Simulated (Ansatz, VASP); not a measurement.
## ZnSn2N2: VASP beside Ansatz

```
CELL_PARAMETERS angstrom
2.88079 -6.38777 0.00000
2.88079 6.38777 0.00000
0.00000 0.00000 3.47651
ATOMIC_POSITIONS crystal
Zn 0.50000 0.50000 0.00000
Sn 0.70838 0.29162 0.00000
Sn 0.29162 0.70838 0.00000
N 0.90380 0.90380 0.00000
N 0.09620 0.09620 0.00000
```

Alike in both runs: functional PBE; k mesh 3 × 3 × 3; occupations gaussian, width 0.15 eV; no spin polarisation.

Ansatz relaxed the structure, and its values are those at the end. VASP's run is a single point on that final structure, the one shown.

|  | VASP | Ansatz |
| --- | --- | --- |
| version | VASP 6.6.1 | Ansatz 0.2.0 |
| potentials or method | VASP PAW PBE potentials, release 64 (Zn, Sn_d, N), cutoff 520 eV | scalar-relativistic, plane waves, PAW |
| valence electrons in the cell | 50 | 50 |

Ansatz gave:

```
gap on the k mesh at the Fermi level (eV) : none
pressure (GPa)                            : 0.1
rms of the force components (eV/Å)        : 0.008
```

What did VASP give for the same quantities?

gap on the k mesh at the Fermi level (eV): none; pressure (GPa): 0.8; rms of the force components (eV/Å): 0.584.

A gap of «none» marks a metal or a gap that the smearing closes. With one functional, cell and mesh, what is left measures potentials, basis and numerics.

The k mesh is coarse, so the values compare programs but aren't converged. Noted on VASP's run: the standard files for N, O and F lose accuracy on very short bonds.
